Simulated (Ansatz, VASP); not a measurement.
# Ca in VASP and in Ansatz

The input INCAR:

```
SYSTEM = Ca
PREC = Accurate
ENCUT = 520
EDIFF = 1E-6
ISMEAR = -1
SIGMA = 0.1
LREAL = .FALSE.
LASPH = .TRUE.
NELM = 100
ALGO = Normal
ISIF = 2
LWAVE = .FALSE.
LCHARG = .FALSE.
GGA = B5
ALDAX = 1.0
AGGAX = 1.0
AGGAC = 1.0
ALDAC = 0.0
NBANDS = 17
```

File KPOINTS:

```
regular mesh
0
G
  11 11 6
  0 0 0
```

The input POSCAR:

```
Ca
1.0
    4.0240204956      0.0000000000      0.0000000000
   -2.0120102478      3.4849039745      0.0000000000
    0.0000000000      0.0000000000      6.6030245283
Ca
2
Direct
    0.3333333333      0.6666666667      0.2500000000
    0.6666666667      0.3333333333      0.7500000000
```

Input for Ansatz:

```yaml
crystal:
  lattice:
    - [4.0240204956, 0.0, 0.0]
    - [-2.0120102478, 3.4849039745, 0.0]
    - [0.0, 0.0, 6.6030245283]
  atoms:
    - { symbol: Ca, position: [0.3333333333, 0.6666666667, 0.25] }
    - { symbol: Ca, position: [0.6666666667, 0.3333333333, 0.75] }
hamiltonian:
  xc: blyp
  pseudopotentials:
    kind: paw
    azcp:
      Ca: "pseudopotentials/Ca.paw.azcp"
basis:
  ecutwfc: 420
  fft_grid_basis: typed
kpoints:
  mp_grid: { grid: [11, 11, 6], shift: [0, 0, 0] }
magnetization:
  spin_polarized: false
scf:
  occupations: { method: fermi_dirac, width: 0.1 }
  lower_state_search: "off"
output:
  stress: true
```

Alike in both runs: task single point; functional BLYP; k mesh 11 × 11 × 6; occupations fermi-dirac, width 0.1 eV; no spin polarisation.

|  | VASP | Ansatz |
| --- | --- | --- |
| version | VASP 6.6.1 | Ansatz 0.2.0 |
| potentials or method | VASP PAW PBE potentials, release 64 (Ca_sv), cutoff 520 eV | plane waves (420 eV) with PAW, scalar-relativistic |
| valence electrons in the cell | 20 | 20 |

```csv
,VASP,Ansatz,Ansatz less VASP
pressure (GPa),-1.1,-1.1,-0.01
"traceless stress, the component that is largest in VASP (GPa)",-0.07,-0.07,-0.001
```

VASP's potentials were made for PBE, not for BLYP.
